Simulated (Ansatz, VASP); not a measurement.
**Ru in VASP and in Ansatz**

```xyz
2
Lattice="0.0000 2.7438 2.7438 2.7438 0.0000 2.7438 2.7438 2.7438 0.0000" Properties=species:S:1:pos:R:3 pbc="T T T"
Ru    0.6859    0.6859    0.6859
Ru    4.8016    4.8016    4.8016
```

Alike in both runs: task single point; functional RPBE; k mesh 11 × 11 × 11; occupations fermi-dirac, width 0.1 eV; no spin polarisation.

```csv
,VASP,Ansatz
version,VASP 6.6.1,Ansatz 0.2.0
potentials or method,"VASP PAW PBE potentials, release 64 (Ru_pv), cutoff 520 eV","plane waves (420 eV) with PAW, scalar-relativistic"
valence electrons in the cell,28,32
```

|  | VASP | Ansatz | Ansatz less VASP |
| --- | --- | --- | --- |
| pressure (GPa) | 0.3 | 0.0 | -0.22 |

VASP's potentials were made for PBE, not for RPBE. VASP's potentials hold 28 valence electrons a cell and Ansatz's 32, so a difference there can come from the potentials and not from the codes.
